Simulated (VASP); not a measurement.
Write the native input for VASP 6.6.1 that does the following.

```
Task                   : single point
Functional             : PBE
Potentials or basis    : VASP PAW PBE potentials, release 64 (B, Pb_d)
Cutoff                 : 520 eV
k mesh                 : 10 × 10 × 10
Occupations            : gaussian, width 0.1 eV
Spin                   : no spin polarisation
Dipole correction      : no
Further INCAR settings : ALGO = Normal; EDIFF = 1e-06; NBANDS = 21
```

The structure of B4Pb lies in POSCAR:

```
B4Pb
1.0
   -2.7389777221      2.7389777221      2.7389777221
    2.7389777221     -2.7389777221      2.7389777221
    2.7389777221      2.7389777221     -2.7389777221
B Pb
4 1
Direct
    0.5000000000      0.5000000000      0.5000000000
    0.5000000000      0.0000000000      0.0000000000
    0.0000000000      0.0000000000      0.5000000000
    0.0000000000      0.5000000000      0.0000000000
    0.0000000000      0.0000000000      0.0000000000
```

The cell was generated, and may not be a known phase.

The input as run:

INCAR

```
SYSTEM = B4Pb
ALGO = Normal
EDIFF = 1E-6
ENCUT = 520
GGA = PE
ISIF = 2
ISMEAR = 0
LASPH = .True.
LCHARG = .True.
LELF = .True.
LREAL = .False.
LVHAR = .True.
LWAVE = .False.
NBANDS = 21
NELM = 80
PREC = Accurate
SIGMA = 0.1
```

KPOINTS

```
k-points
0
Gamma
  10 10 10
  0 0 0
```

Potentials or basis: VASP PAW PBE potentials, release 64 (B, Pb_d).

Launch:

```console
$ cat potpaw_PBE.64/B/POTCAR potpaw_PBE.64/Pb_d/POTCAR > POTCAR
$ mpirun -np 1 vasp_std > vasp.out
```

It gave:

| Quantity | Value |
| --- | --- |
| Pressure | -0.1 GPa |
| Band gap on the k mesh | zero (bands 13 and 14 overlap by 1.79 eV) |

Caveat: spin-orbit coupling is left out, which moves the levels of the heavy elements.

It took 54 s on 1 thread of Intel(R) Xeon(R) Platinum 8259CL CPU @ 2.50GHz (Skylake/Cascade Lake), on a shared host, peak memory 0.24 GiB.
